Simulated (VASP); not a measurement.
**HfB: single point with PBE**

The system is HfB.

```
CELL_PARAMETERS angstrom
2.38064 2.38064 0.00000
-2.38064 2.38064 0.00000
0.00000 0.00000 4.85675
ATOMIC_POSITIONS crystal
Hf 0.50000 0.50000 0.00000
Hf 0.00000 0.00000 0.50000
B 0.00000 0.00000 0.00000
B 0.50000 0.50000 0.50000
```

This cell differs from its parent crystal: biaxial strain in the a-b plane: -1.5 %, then relaxed in part.

| Item | Value |
| --- | --- |
| Program | VASP 6.6.1 |
| Task | single point |
| Functional | PBE |
| Potentials or basis | VASP PAW PBE potentials, release 64 (Hf_pv, B) |
| Cutoff | 520 eV |
| k mesh | 12 × 12 × 10 |
| Occupations | gaussian, width 0.1 eV |
| Spin | no spin polarisation |
| Dipole correction | no |
| Further INCAR settings | ALGO = Normal; EDIFF = 1e-07; NBANDS = 21 |

The pressure is 4.9 GPa and the band gap on the k mesh is zero (band 13 reaches 6.55 eV, above the bottom of band 14 at 3.27 eV).

Stress tensor (GPa, compression positive):
```
7.22 0.00 0.00
0.00 7.22 0.00
0.00 0.00 0.15
```

Levels at points of the mesh, in eV from the Fermi level:
| k point | band 10 | band 11 | band 12 | band 13 | band 14 | band 15 | band 16 | band 17 | band 18 | band 19 |
| --- | --- | --- | --- | --- | --- | --- | --- | --- | --- | --- |
| (0.00, 0.00, 0.00) | -0.82 | 1.93 | 2.11 | 2.11 | 2.15 | 2.15 | 3.57 | 3.67 | 3.67 | 3.68 |
| (0.50, 0.00, 0.00) | -2.86 | -1.20 | -1.20 | -0.78 | -0.78 | 4.32 | 4.32 | 6.15 | 6.15 | 6.62 |
| (0.50, 0.50, 0.00) | -1.13 | -0.84 | -0.84 | 1.94 | 1.94 | 1.99 | 1.99 | 5.54 | 5.54 | 6.86 |
| (0.00, 0.00, 0.50) | -1.64 | 0.29 | 0.29 | 1.52 | 1.52 | 1.52 | 1.52 | 4.64 | 4.64 | 6.43 |
| (0.50, 0.00, 0.50) | -4.42 | -1.22 | -1.22 | -1.16 | -1.16 | 5.74 | 5.74 | 5.88 | 5.88 | 6.68 |
| (0.50, 0.50, 0.50) | -1.29 | -1.29 | -1.29 | -1.18 | -1.18 | 4.79 | 4.79 | 4.79 | 4.79 | 7.07 |

It took 60 s on 1 thread of Intel(R) Xeon(R) 6975P-C (Granite Rapids), with other jobs on the host, peak memory 0.3 GiB.

Caveat: the cell differs from its parent crystal (biaxial strain in the a-b plane: -1.5 %, then relaxed in part); spin-orbit coupling is left out, which moves the levels of the heavy elements.
